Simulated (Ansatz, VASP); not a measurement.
**Ir: VASP beside Ansatz**

```
Ir
1.0
     0.00000    1.91546    1.91546
     1.91546    0.00000    1.91546
     1.91546    1.91546    0.00000
Ir
1
Cartesian
  0.0000 0.0000 0.0000
```

Alike in both runs: task single point; functional revPBE; k mesh 23 × 23 × 23; occupations fermi-dirac, width 0.1 eV; no spin polarisation.

|  | VASP | Ansatz |
| --- | --- | --- |
| version | VASP 6.6.1 | Ansatz 0.2.0 |
| potentials or method | VASP PAW PBE potentials, release 64 (Ir), cutoff 520 eV | plane waves (420 eV) with PAW, scalar-relativistic |
| valence electrons in the cell | 9 | 17 |

Ansatz gave:

| Item | Value |
| --- | --- |
| pressure (GPa) | 14.9 |

Problem. Which values does VASP return?

Solution. Pressure (GPa): 15.4.

VASP's potentials were made for PBE, not for revPBE. VASP's potentials hold 9 valence electrons a cell and Ansatz's 17, so a difference there can come from the potentials and not from the codes.

Neither program's run includes spin-orbit coupling.
